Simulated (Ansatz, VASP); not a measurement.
# Two plane-wave programs on Pb

```
CELL_PARAMETERS angstrom
0.00000 2.47502 2.47502
2.47502 0.00000 2.47502
2.47502 2.47502 0.00000
ATOMIC_POSITIONS crystal
Pb 0.00000 0.00000 0.00000
```

Alike in both runs: task relaxation of cell and atoms; functional RPBE; dispersion D3(BJ); k mesh 9 × 9 × 9; occupations fermi-dirac, width 0.05 eV; no spin polarisation.

|  | VASP | Ansatz |
| --- | --- | --- |
| version | VASP 6.6.1 | Ansatz 0.2.0 |
| potentials or method | VASP PAW PBE potentials, release 64 (Pb_d) | Ansatz PAW |
| plane-wave cutoff (eV) | 600 | 420 |
| valence electrons in the cell | 14 | 14 |

```tsv
	VASP	Ansatz	Ansatz less VASP
gap on the k mesh at the Fermi level, each at its own relaxed structure (eV)	none	none	-
relaxed volume (Å³/atom)	22.90	22.91	+0.011
relaxed cell length with the largest relative difference (Å)	3.187	3.188	+0.0005
```

VASP's potentials were made for PBE, not for RPBE. A gap of «none» marks a metal or a gap that the smearing closes.

Neither program's run includes spin-orbit coupling. Noted on VASP's run: the volume moved by over 15 % at a fixed basis, so the end points are rough. Noted on Ansatz's run: the volume moved by over 15 % at a fixed basis, so the end points are rough; the plane-wave basis is chosen anew once the cell has moved, so the energies of steps on either side of that aren't comparable.
